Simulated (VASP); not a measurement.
Runs of VASP 6.6.1 on MgO. The structure is that of space group P6_3/mmc (No. 194), or close to it. The cells are those of the table. 

```csv
cell,gap on the mesh (eV),pressure (GPa)
"a = 3.482, b = 3.482, c = 4.542 Å, angles 90.0, 90.0, 120.0°, 4 atoms",2.91,(b)
"a = 3.635, b = 3.635, c = 4.105 Å, angles 90.0, 90.0, 120.0°, 4 atoms",3.21,-3.0
"a = 3.521, b = 3.521, c = 4.377 Å, angles 90.0, 90.0, 120.0°, 4 atoms",3.05,-4.1
"a = 3.653, b = 3.653, c = 4.191 Å, angles 90.0, 90.0, 120.0°, 4 atoms",3.04,-6.7
"a = 3.597, b = 3.597, c = 4.193 Å, angles 90.0, 90.0, 120.0°, 4 atoms",3.15,-3.9
"a = 3.596, b = 3.596, c = 4.260 Å, angles 90.0, 90.0, 120.0°, 4 atoms",3.05,(a)
"a = 3.614, b = 3.614, c = 4.282 Å, angles 90.0, 90.0, 120.0°, 4 atoms",2.98,-7.2
"a = 3.674, b = 3.674, c = 4.082 Å, angles 90.0, 90.0, 120.0°, 4 atoms",3.17,-4.0
```

Alike in all rows: task single point; level PBE; potentials or basis VASP PAW PBE potentials, release 64 (Mg, O); no spin polarisation; k mesh 9 × 9 × 6; cutoff (eV) 520; smearing gaussian 0.05 eV.

**Question.** Estimate the missing entries.

**Answer.** (a) -5.7; (b) -4.8.

Caveats: the cell stands under tension (at least some runs).

